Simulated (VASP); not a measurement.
HfC:

```
CELL_PARAMETERS angstrom
-1.39667 2.49718 1.84734
1.39667 -2.49718 1.84734
1.39667 2.49718 -1.84734
ATOMIC_POSITIONS crystal
Hf 0.98471 0.98471 0.00000
C 0.67945 0.17945 0.50000
```

| Item | Value |
| --- | --- |
| Program | VASP 6.6.1 |
| Task | relaxation of cell and atoms |
| Functional | PBE |
| Dispersion | D3(BJ) |
| Potentials or basis | VASP PAW PBE potentials, release 64 (Hf_pv, C) |
| Cutoff | 600 eV |
| k mesh | 12 × 12 × 12 |
| Occupations | fermi-dirac, width 0.05 eV |
| Spin | no spin polarisation |

At the start: pressure 63.4 GPa; volume 12.89 Å³/atom.

Task: How do energy, volume and symmetry change on relaxing?

Result: Over 21 steps the energy falls by 2225.5 meV/atom and the volume is 12.29 Å³/atom (-4.6 %); space group Fm-3m (No. 225, to 0.05 Å).

Step by step:
```tsv
step	energy change (eV)	largest force (eV/Å)	pressure (GPa)	volume (Å³)
1	0.0000	11.7474	63.43	25.77
2	-0.2880	0.9930	-29.91	45.46
3	-0.7765	0.9163	-31.54	42.41
4	-1.2809	0.4570	-32.66	39.78
5	-2.9120	0.2493	-35.70	32.70
6	-3.1769	1.0975	-17.38	29.21
7	-3.2149	0.2985	-26.81	30.42
8	-3.2235	0.4695	-24.53	30.07
9	-3.9494	0.9303	23.36	23.33
10	-4.1372	1.0684	2.05	25.13
11	-4.3531	0.9664	2.23	24.53
12	-4.3549	0.9041	2.78	24.44
13	-4.4337	0.2086	-3.08	24.91
14	-4.4355	0.0825	-3.81	24.99
15	-4.4432	0.1523	4.29	24.18
16	-4.4498	0.0537	0.85	24.51
17	-4.4506	0.0286	-0.64	24.65
18	-4.4508	0.0365	-0.18	24.60
19	-4.4509	0.0153	0.12	24.57
20	-4.4509	0.0141	0.14	24.57
21	-4.4509	0.0010	-0.04	24.59
```

Final structure:
```
Hf C
1.0
    -1.63194    2.30786    1.63223
     1.63194   -2.30786    1.63223
     1.63194    2.30786   -1.63223
Hf C
1 1
Direct
  0.08206 0.08206 0.00000
  0.58210 0.08210 0.50000
```

Caveat: pairwise dispersion overbinds metals, which lowers pressure and volume.
